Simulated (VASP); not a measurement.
# NaF (Villiaumite) (I4/mmm) in VASP: a series of runs, part 2 of 2

VASP 6.6.1. Earlier steps stand in the parts before.

### Step 3. Single point, PBEsol (film at in-plane strain -0.02)

Input file INCAR:

```
SYSTEM = NaF
PREC = Accurate
ENCUT = 520
EDIFF = 1E-6
ISMEAR = 0
SIGMA = 0.01
LREAL = .False.
LASPH = .True.
NELM = 100
ALGO = Normal
ISIF = 2
LWAVE = .False.
LCHARG = .False.
GGA = PS
NBANDS = 14
```

Input file KPOINTS:

```
Automatic mesh
0
Gamma
  8 8 8
  0 0 0
```

Input file POSCAR:

```
NaF
1.0
    2.2687942266      2.2687942266      0.0000000000
   -2.2687942266      2.2687942266      0.0000000000
    0.0000000000      2.2687942266      2.3362064871
Na F
1 1
Direct
    0.0000000000      0.0000000000      0.0000000000
    0.5000000000      0.5000000000      0.0000000000
```

Potentials or basis: VASP PAW PBE potentials, release 64 (Na_pv, F).

The run is started by

```sh
$ cat potpaw_PBE.64/Na_pv/POTCAR potpaw_PBE.64/F/POTCAR > POTCAR
$ mpirun -np 1 vasp_std > vasp.out
```

OUTCAR:

```text
SYSTEM = NaF
   PREC = Accurate
   ENCUT = 520
   EDIFF = 1E-6
   ISMEAR = 0
   LREAL = .False.
   LASPH = .True.
   NELM = 100
   ISIF = 2
   GGA = PS

 ion  position               nearest neighbor table
   1  0.000  0.000  0.000-   2 2.27   2 2.27   2 2.27   2 2.27   2 2.34   2 2.34
   2  0.500  0.500  0.000-   1 2.27   1 2.27   1 2.27   1 2.27   1 2.34   1 2.34

  LATTYP: Found a body centered tetragonal cell.
 ALAT       =     3.2085595655
 C/A-ratio  =     1.4562338267

  Lattice vectors:

 A1 = (   2.2687942266,   0.0000000000,  -2.3362064871)
 A2 = (  -2.2687942266,   0.0000000000,  -2.3362064871)
 A3 = (   0.0000000000,   2.2687942266,   2.3362064871)

Analysis of symmetry for initial positions (statically):
=====================================================================
 Subroutine PRICEL returns:
 Original cell was already a primitive cell.

 Routine SETGRP: Setting up the symmetry group for a
 body centered tetragonal supercell.

 Subroutine GETGRP returns: Found 16 space group operations
 (whereof 16 operations were pure point group operations)
 out of a pool of 16 trial point group operations.

The static configuration has the point symmetry D_4h.

Analysis of symmetry for dynamics (positions and initial velocities):
=====================================================================
 Subroutine PRICEL returns:
 Original cell was already a primitive cell.

 Routine SETGRP: Setting up the symmetry group for a
 body centered tetragonal supercell.

 Subroutine GETGRP returns: Found 16 space group operations
 (whereof 16 operations were pure point group operations)
 out of a pool of 16 trial point group operations.

The dynamic configuration has the point symmetry D_4h.

 Subroutine INISYM returns: Found 16 space group operations
 (whereof 16 operations are pure point group operations),
 and found     1 'primitive' translations

----------------------------------------------------------------------------------------

[... 121 lines left out ...]
   LEPSILON=     F    determine dielectric tensor
   LRPA    =     F    only Hartree local field effects (RPA)
 non-spin polarized calculation
 Gauss-broadening in eV      SIGMA  =   0.01
  energy-cutoff  :      520.00
  volume of cell :       24.05
 maximum number of plane-waves:       660
   NGX = 11   NGY = 11   NGZ = 13

 number of electron      13.9999991 magnetization

 Free energy of the ion-electron system (eV)
  ---------------------------------------------------
  ext. energy  EPLUGINS =         0.00000000
  ---------------------------------------------------
  free energy    TOTEN  =        -8.75978436 eV

  energy without entropy =       -8.75978436  energy(sigma->0) =       -8.75978436

 E-fermi :  -1.9064     XC(G=0):  -9.5031

 val. band max:       -2.0273954332   @ k =   0.0000   0.0000   0.0000
 cond. band min:       4.3094626313   @ k =   0.0000   0.0000   0.0000
 fundamental gap:      6.3368580645
 Fermi energy:        -1.9063740487

 k-point     1 :       0.0000    0.0000    0.0000
  band No.  band energies     occupation
      1     -21.1454      2.00000
      2     -20.7021      2.00000
      3     -20.6929      2.00000
      4     -20.6929      2.00000
      5      -2.0298      2.00000
      6      -2.0274      2.00000
      7      -2.0274      2.00000
      8       4.3095      0.00000
      9      16.9124      0.00000
     10      17.1323      0.00000
     11      17.1324      0.00000
     12      19.8138      0.00000
     13      21.8093      0.00000
     14      22.6671      0.00000
[... 377 lines left out ...]
      1     -21.6046      2.00000
      2     -20.7348      2.00000
      3     -20.6951      2.00000
      4     -20.1117      2.00000
      5      -3.2151      2.00000
      6      -2.3412      2.00000
      7      -2.2097      2.00000
      8       7.1158      0.00000
      9      12.3872      0.00000
     10      16.7480      0.00000
     11      18.9506      0.00000
     12      20.1144      0.00000
     13      21.0980      0.00000
     14      23.8663      0.00000

 [... further k-points ...]

------------------------ aborting loop because EDIFF is reached ----------------------------------------

  FORCE on cell =-STRESS in cart. coord.  units (eV):
  Direction    XX          YY          ZZ          XY          YZ          ZX
  --------------------------------------------------------------------------------------
  -------------------------------------------------------------------------------------
  Total        0.3869785      0.3869785     -0.0221751      0.0000000     -0.0000000      0.0000000
  in kB       25.7789952     25.7789952     -1.4772157      0.0000000     -0.0000000      0.0000000
  external PRESSURE =      16.6935915 kB  Pullay stress =       0.0000000 kB

 VOLUME and BASIS-vectors are now :
 -----------------------------------------------------------------------------
  energy-cutoff  :      520.00
  volume of cell :       24.05
      direct lattice vectors                 reciprocal lattice vectors
     2.268794227  2.268794227  0.000000000     0.220381379  0.220381379 -0.214022178
    -2.268794227  2.268794227  0.000000000    -0.220381379  0.220381379 -0.214022178
     0.000000000  2.268794227  2.336206487     0.000000000  0.000000000  0.428044355

 POSITION                                       TOTAL-FORCE (eV/Angst)
 -----------------------------------------------------------------------------------
      0.00000      0.00000      0.00000        -0.000000     -0.000000      0.000000
      0.00000      2.26879      0.00000         0.000000      0.000000      0.000000
 -----------------------------------------------------------------------------------
    total drift:                                0.000000     -0.000000     -0.000000

  FREE ENERGIE OF THE ION-ELECTRON SYSTEM (eV)
  ---------------------------------------------------
  free  energy   TOTEN  =        -8.7597843566 eV

  energy  without entropy=       -8.7597843566  energy(sigma->0) =       -8.75978436
```

Run time: 14 s. Hardware: 1 thread of Intel Xeon Platinum 8259CL at 2.50GHz (Skylake/Cascade Lake), shared host; peak memory 0.14 GiB.

What came out:

```
Free energy            : -8.7598 eV
Pressure               : 1.7 GPa
Band gap on the k mesh : 6.34 eV, direct
```

Levels at points of the mesh, in eV from the valence-band top:
```
           k point  band 5  band 6  band 7  band 8  band 9  band 10
(0.00, 0.00, 0.00)    0.00    0.00    0.00    6.34   18.94    19.16
(0.50, 0.00, 0.00)   -1.70   -0.29   -0.26   10.81   12.62    20.07
(0.50, 0.50, 0.00)   -1.33   -0.47   -0.42   13.11   13.39    13.90
(0.00, 0.00, 0.50)   -1.39   -0.39   -0.39   12.99   13.40    13.79
```

Caveat: the cell differs from its parent crystal (film at in-plane strain -0.02); the PAW data sets were made with another functional, which shifts forces and pressure a little.

### Step 4. Single point, PBEsol (in-plane strain -0.01, then relaxed in part)

Input file INCAR:

```
ALGO = Normal
EDIFF = 1E-6
ENCUT = 520
GGA = PS
ISIF = 2
ISMEAR = 0
LASPH = True
LCHARG = False
LREAL = False
LWAVE = False
NBANDS = 14
NELM = 80
PREC = Accurate
SIGMA = 0.01
```

Input file KPOINTS:

```
k-points
0
Gamma
  8 8 8
```

Input file POSCAR:

```
NaF
1.0
    2.2919451881      2.2919451881      0.0000000000
   -2.2919451881      2.2919451881      0.0000000000
    0.0000000000      2.2919451881      2.3250675743
Na F
1 1
Direct
    0.0000000000      0.0000000000      0.0000000000
    0.5000000000      0.5000000000      0.0000000000
```

The run is started by

```sh
$ cat potpaw_PBE.64/Na_pv/POTCAR potpaw_PBE.64/F/POTCAR > POTCAR
$ mpirun -np 1 vasp_std > vasp.out
```

Wall time 14 s (1 thread of Intel Xeon Platinum 8259CL at 2.50GHz (Skylake/Cascade Lake), shared host); peak memory 0.14 GiB.

It converged, with:

| Quantity | Value |
| --- | --- |
| Free energy | -8.7663 eV |
| Pressure | 0.7 GPa |
| Band gap on the k mesh | 6.26 eV, direct |

Stress tensor (GPa, compression positive):
```
 1.14  0.00  0.00
 0.00  1.14  0.00
 0.00  0.00 -0.12
```

Levels at points of the mesh, in eV from the valence-band top:
```csv
k point,band 3,band 4,band 5,band 6,band 7,band 8,band 9,band 10,band 11,band 12
"(0.00, 0.00, 0.00)",-18.71,-18.71,0.00,0.00,0.00,6.26,18.90,19.01,19.01,21.69
"(0.50, 0.00, 0.00)",-18.72,-17.96,-1.66,-0.27,-0.26,10.71,12.49,20.04,20.31,22.91
"(0.50, 0.50, 0.00)",-18.78,-18.77,-1.32,-0.44,-0.42,13.11,13.19,13.73,19.75,19.89
"(0.00, 0.00, 0.50)",-18.77,-18.77,-1.34,-0.40,-0.40,13.00,13.25,13.67,19.99,19.99
```

Caveat: the cell differs from its parent crystal (in-plane strain -0.01, then relaxed in part); the PAW data sets were made with another functional, which shifts forces and pressure a little.

### Step 5. Single point, PBEsol (in-plane strain -0.01)

Input file INCAR:

```
PREC     = Accurate       # precision mode
ENCUT    = 520            # plane-wave cutoff, eV
EDIFF    = 1E-6           # SCF threshold, eV
ISMEAR   = 0              # smearing method
SIGMA    = 0.01           # smearing width, eV
LREAL    = F              # projectors in reciprocal space
LASPH    = T              # aspherical terms in the spheres
NELM     = 100            # most SCF steps
ALGO     = Normal         # electronic algorithm
ISIF     = 2              # what is computed and relaxed
LWAVE    = F              # write WAVECAR
LCHARG   = T              # write CHGCAR
GGA      = PS             # functional
LELF     = T              # ELF
LVHAR    = T            
NBANDS   = 14             # bands
```

Input file KPOINTS:

```
regular mesh
0
Gamma
  8 8 8
```

Edit POSCAR of step 4 so:

```diff
@@ -4,3 +4,3 @@
    -2.2919451881      2.2919451881      0.0000000000
-    0.0000000000      2.2919451881      2.3250675743
+    0.0000000000      2.2919451881      2.3289867265
 Na F
```

The run is started by

```sh
$ cat potpaw_PBE.64/Na_pv/POTCAR potpaw_PBE.64/F/POTCAR > POTCAR
$ mpirun -np 1 vasp_std > vasp.out
```

It took 15 s on 1 thread of Intel Xeon Platinum 8259CL at 2.50GHz (Skylake/Cascade Lake), shared host; peak memory 0.14 GiB.

The run converged. Its results:

* Free energy: -8.7664 eV
* Pressure: 0.6 GPa
* Band gap on the k mesh: 6.25 eV, direct

Stress tensor (GPa, compression positive):
```
 1.10  0.00  0.00
 0.00  1.10  0.00
 0.00  0.00 -0.29
```

Levels at points of the mesh, in eV from the valence-band top:
```csv
k point,band 5,band 6,band 7,band 8,band 9,band 10
"(0.00, 0.00, 0.00)",0.00,0.00,0.00,6.25,18.88,19.00
"(0.50, 0.00, 0.00)",-1.66,-0.27,-0.26,10.70,12.47,20.01
"(0.50, 0.50, 0.00)",-1.32,-0.44,-0.42,13.10,13.18,13.71
"(0.00, 0.00, 0.50)",-1.34,-0.40,-0.40,12.97,13.25,13.65
```

Caveat: the cell differs from its parent crystal (in-plane strain -0.01); the PAW data sets were made with another functional, which shifts forces and pressure a little.

### Step 6. Single point, PBEsol (in-plane strain -0.005, then relaxed in part)

Input file INCAR:

```
PREC = Accurate
ENCUT = 520
EDIFF = 1E-6
ISMEAR = 0
SIGMA = 0.01
LREAL = False
LASPH = True
NELM = 100
ALGO = Normal
ISIF = 2
LWAVE = False
LCHARG = False
GGA = PS
NBANDS = 14
```

Input file KPOINTS:

```
Automatic mesh
0
Gamma
  8 8 8
```

Input file POSCAR:

```
NaF
1.0
    2.3035206689      2.3035206689      0.0000000000
   -2.3035206689      2.3035206689      0.0000000000
    0.0000000000      2.3035206689      2.3195968984
Na F
1 1
Direct
    0.0000000000      0.0000000000      0.0000000000
    0.5000000000      0.5000000000      0.0000000000
```

Potentials or basis: VASP PAW PBE potentials, release 64 (Na_pv, F).

The run is started by

```sh
$ cat potpaw_PBE.64/Na_pv/POTCAR potpaw_PBE.64/F/POTCAR > POTCAR
$ mpirun -np 1 vasp_std > vasp.out
```

OUTCAR:

```text
PREC = Accurate
   ENCUT = 520
   EDIFF = 1E-6
   ISMEAR = 0
   LREAL = False
   LASPH = True
   NELM = 100
   ISIF = 2
   GGA = PS

 ion  position               nearest neighbor table
   1  0.000  0.000  0.000-   2 2.30   2 2.30   2 2.30   2 2.30   2 2.32   2 2.32
   2  0.500  0.500  0.000-   1 2.30   1 2.30   1 2.30   1 2.30   1 2.32   1 2.32

  LATTYP: Found a body centered tetragonal cell.
 ALAT       =     3.2576701712
 C/A-ratio  =     1.4240833335

  Lattice vectors:

 A1 = (   2.3035206689,   0.0000000000,  -2.3195968984)
 A2 = (  -2.3035206689,   0.0000000000,  -2.3195968984)
 A3 = (   0.0000000000,   2.3035206689,   2.3195968984)

Analysis of symmetry for initial positions (statically):
=====================================================================
 Subroutine PRICEL returns:
 Original cell was already a primitive cell.

 Routine SETGRP: Setting up the symmetry group for a
 body centered tetragonal supercell.

 Subroutine GETGRP returns: Found 16 space group operations
 (whereof 16 operations were pure point group operations)
 out of a pool of 16 trial point group operations.

The static configuration has the point symmetry D_4h.

Analysis of symmetry for dynamics (positions and initial velocities):
=====================================================================
 Subroutine PRICEL returns:
 Original cell was already a primitive cell.

 Routine SETGRP: Setting up the symmetry group for a
 body centered tetragonal supercell.

 Subroutine GETGRP returns: Found 16 space group operations
 (whereof 16 operations were pure point group operations)
 out of a pool of 16 trial point group operations.

The dynamic configuration has the point symmetry D_4h.

 Subroutine INISYM returns: Found 16 space group operations
 (whereof 16 operations are pure point group operations),
 and found     1 'primitive' translations

----------------------------------------------------------------------------------------

                                     Primitive cell

  volume of cell :      24.6165

  direct lattice vectors                    reciprocal lattice vectors
[... 121 lines left out ...]
  volume of cell :       24.62
 maximum number of plane-waves:       684
   NGX = 13   NGY = 13   NGZ = 13

 number of electron      13.9999986 magnetization

 Free energy of the ion-electron system (eV)
  ---------------------------------------------------
  ext. energy  EPLUGINS =         0.00000000
  ---------------------------------------------------
  free energy    TOTEN  =        -8.76802962 eV

  energy without entropy =       -8.76802962  energy(sigma->0) =       -8.76802962

 E-fermi :  -1.9679     XC(G=0):  -9.3869

 val. band max:       -2.1307390238   @ k =   0.0000   0.0000   0.0000
 cond. band min:       4.0845660793   @ k =   0.0000   0.0000   0.0000
 fundamental gap:      6.2153051031
 Fermi energy:        -1.9679391820

 k-point     1 :       0.0000    0.0000    0.0000
  band No.  band energies     occupation
      1     -21.2059      2.00000
      2     -20.8705      2.00000
      3     -20.8683      2.00000
      4     -20.8683      2.00000
      5      -2.1308      2.00000
      6      -2.1308      2.00000
      7      -2.1307      2.00000
      8       4.0846      0.00000
      9      16.7521      0.00000
     10      16.8030      0.00000
     11      16.8031      0.00000
     12      19.4906      0.00000
     13      21.7890      0.00000
     14      21.9913      0.00000
[... 377 lines left out ...]
      1     -21.6588      2.00000
      2     -20.9009      2.00000
      3     -20.8729      2.00000
      4     -20.3031      2.00000
      5      -3.2637      2.00000
      6      -2.4283      2.00000
      7      -2.3078      2.00000
      8       6.8388      0.00000
      9      12.2168      0.00000
     10      16.4517      0.00000
     11      18.4855      0.00000
     12      19.5530      0.00000
     13      20.7754      0.00000
     14      23.5100      0.00000

 [... further k-points ...]

------------------------ aborting loop because EDIFF is reached ----------------------------------------

  FORCE on cell =-STRESS in cart. coord.  units (eV):
  Direction    XX          YY          ZZ          XY          YZ          ZX
  --------------------------------------------------------------------------------------
  -------------------------------------------------------------------------------------
  Total        0.0752549      0.0752549     -0.0158413      0.0000000      0.0000000     -0.0000000
  in kB        4.8979950      4.8979950     -1.0310379      0.0000000      0.0000000     -0.0000000
  external PRESSURE =       2.9216507 kB  Pullay stress =       0.0000000 kB

 VOLUME and BASIS-vectors are now :
 -----------------------------------------------------------------------------
  energy-cutoff  :      520.00
  volume of cell :       24.62
      direct lattice vectors                 reciprocal lattice vectors
     2.303520669  2.303520669  0.000000000     0.217059047  0.217059047 -0.215554694
    -2.303520669  2.303520669  0.000000000    -0.217059047  0.217059047 -0.215554694
     0.000000000  2.303520669  2.319596898     0.000000000  0.000000000  0.431109388

 POSITION                                       TOTAL-FORCE (eV/Angst)
 -----------------------------------------------------------------------------------
      0.00000      0.00000      0.00000         0.000000     -0.000000      0.000000
      0.00000      2.30352      0.00000         0.000000      0.000000      0.000000
 -----------------------------------------------------------------------------------
    total drift:                                0.000000     -0.000000     -0.000000

  FREE ENERGIE OF THE ION-ELECTRON SYSTEM (eV)
  ---------------------------------------------------
  free  energy   TOTEN  =        -8.7680296158 eV

  energy  without entropy=       -8.7680296158  energy(sigma->0) =       -8.76802962
```

OSZICAR:

```text
N       E                     dE             d eps       ncg     rms          rms(c)
DAV:   1     0.105911521655E+03    0.10591E+03   -0.76661E+03  1682   0.123E+03
DAV:   2    -0.423915129249E+01   -0.11015E+03   -0.10136E+03  1870   0.337E+02
DAV:   3    -0.949686395960E+01   -0.52577E+01   -0.52474E+01  2042   0.680E+01
DAV:   4    -0.953638457739E+01   -0.39521E-01   -0.39519E-01  1886   0.630E+00
DAV:   5    -0.953678659680E+01   -0.40202E-03   -0.40202E-03  2012   0.638E-01    0.491E+00
DAV:   6    -0.878323825617E+01    0.75355E+00   -0.25784E+00  1980   0.146E+01    0.180E+00
DAV:   7    -0.876886095363E+01    0.14377E-01   -0.29318E-02  1742   0.209E+00    0.103E+00
DAV:   8    -0.876768573846E+01    0.11752E-02   -0.25197E-02  1790   0.338E+00    0.151E-01
DAV:   9    -0.876816490317E+01   -0.47916E-03   -0.42997E-03  2072   0.632E-01    0.120E-01
DAV:  10    -0.876802569998E+01    0.13920E-03   -0.97903E-04  1856   0.372E-01    0.114E-02
DAV:  11    -0.876802951013E+01   -0.38102E-05   -0.39537E-05  1868   0.133E-01    0.723E-03
DAV:  12    -0.876802961583E+01   -0.10570E-06   -0.56410E-06  1982   0.302E-02
   1 F= -.87680296E+01 E0= -.87680296E+01  d E =-.219303-119
```

Run time: 9.4 s. Hardware: 1 thread of Intel Xeon Platinum 8259CL at 2.50GHz (Skylake/Cascade Lake), shared host; peak memory 0.14 GiB.

Results:

```
Free energy            : -8.7680 eV
Pressure               : 0.3 GPa
Band gap on the k mesh : 6.22 eV, direct
```

Stress tensor (GPa, compression positive):
```
 0.49  0.00  0.00
 0.00  0.49  0.00
 0.00  0.00 -0.10
```

Caveat: the cell differs from its parent crystal (in-plane strain -0.005, then relaxed in part); the PAW data sets were made with another functional, which shifts forces and pressure a little.

### Step 7. The runs side by side

```tsv
cell	gap on the mesh (eV)	pressure (GPa)
a = 3.209, b = 3.209, c = 3.261 Å, angles 60.5, 60.5, 90.0°, 2 atoms	6.32	1.6
a = 3.209, b = 3.209, c = 3.257 Å, angles 60.5, 60.5, 90.0°, 2 atoms	6.34	1.7
a = 3.241, b = 3.241, c = 3.265 Å, angles 60.2, 60.2, 90.0°, 2 atoms	6.26	0.7
a = 3.241, b = 3.241, c = 3.268 Å, angles 60.3, 60.3, 90.0°, 2 atoms	6.25	0.6
a = 3.258, b = 3.258, c = 3.269 Å, angles 60.1, 60.1, 90.0°, 2 atoms	6.22	0.3
```

Alike in all rows: task single point; level PBEsol; potentials or basis VASP PAW PBE potentials, release 64 (Na_pv, F); no spin polarisation; k mesh 8 × 8 × 8; cutoff (eV) 520; smearing gaussian 0.01 eV.

Caveats: the PAW data sets were made with another functional, which shifts forces and pressure a little.

Absolute energies hang on the potentials; compare differences alone.
